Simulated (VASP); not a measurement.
SiC, 4 atoms in the cell. The structure is hexagonal, space group P6_3mc (No. 186). The conventional cell has a = 3.168 Å, b = 3.168 Å, c = 5.200 Å, α = 90.00°, β = 90.00°, γ = 120.00°. Si (site symmetry 3m) has 4 C at 1.94 to 1.96 Å within 2.6 Å. C (site symmetry 3m) has 4 Si at 1.94 to 1.96 Å within 2.6 Å.  This cell differs from its parent crystal: strain +3.0%.

```yaml
Program: VASP 6.6.1
Task: single point
Functional: HSE06
Potentials_or_basis: VASP PAW PBE potentials, release 64 (Si, C)
Cutoff: 520 eV
k_mesh: 6 × 6 × 4
Occupations: gaussian, width 0.01 eV
Spin: no spin polarisation
Dipole_correction: no
Grid_for_exact_exchange_PRECFOCK: Normal
Further_INCAR_settings: ALGO = Normal; EDIFF = 1e-06; NBANDS = 16
Share_of_exact_exchange: 0.25
Screening_parameter: 0.2079 1/Å
```

Potentials or basis: VASP PAW PBE potentials, release 64 (Si, C).

Command:

```console
$ cat potpaw_PBE.64/Si/POTCAR potpaw_PBE.64/C/POTCAR > POTCAR
$ cp INCAR.step1 INCAR
$ mpirun -np 1 vasp_std > vasp.out
$ cp INCAR.step2 INCAR
$ mpirun -np 1 vasp_std > vasp.out
```

Hardware: 1 thread of Intel(R) Xeon(R) Platinum 8259CL CPU @ 2.50GHz (Skylake/Cascade Lake), with other jobs on the host.

Problem. How long does it take, and how much memory?

Solution. Wall time 25 min on 1 thread of Intel(R) Xeon(R) Platinum 8259CL CPU @ 2.50GHz (Skylake/Cascade Lake), on a shared host, peak memory 0.26 GiB. Counts: k points 21.
